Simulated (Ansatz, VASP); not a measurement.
# One calculation of TaAs, two programs

```
Ta As
1.0
     3.46290    0.00000    0.00000
     0.00000    3.46290    0.00000
     0.46938    0.00000   11.73459
Ta As
4 4
Direct
  0.99385 0.50000 0.75024
  0.51306 0.50000 0.00000
  0.49385 0.00000 0.25024
  0.01306 0.00000 0.50000
  0.48825 0.00000 0.83254
  0.00484 0.00000 0.08242
  0.98825 0.50000 0.33254
  0.50484 0.50000 0.58242
```

Change from the starting cell: shear of c along a, cell held, atoms relaxed: +4.0 %.

Alike in both runs: functional PBE; k mesh 10 × 10 × 4; occupations gaussian, width 0.1 eV; no spin polarisation.

Ansatz relaxed the structure, and its values are those at the end. VASP's run is a single point on that final structure, the one shown.

```csv
,VASP,Ansatz
version,VASP 6.6.1,Ansatz 0.2.0
potentials or method,"VASP PAW PBE potentials, release 64 (Ta_pv, As), cutoff 520 eV","scalar-relativistic, plane waves, PAW"
valence electrons in the cell,64,112
```

```tsv
	VASP	Ansatz	Ansatz less VASP
gap on the k mesh at the Fermi level (eV)	0.03	0.03	+0.006
least direct gap on the mesh (eV)	0.07	0.08	+0.009
pressure (GPa)	0.5	0.1	-0.43
```

The functional is the same, so the differences come from potentials, cutoffs and numerics. VASP's potentials hold 64 valence electrons a cell and Ansatz's 112, so a difference there can come from the potentials and not from the codes. Ansatz's warnings: stress scf threshold loose.

Neither program's run includes spin-orbit coupling.
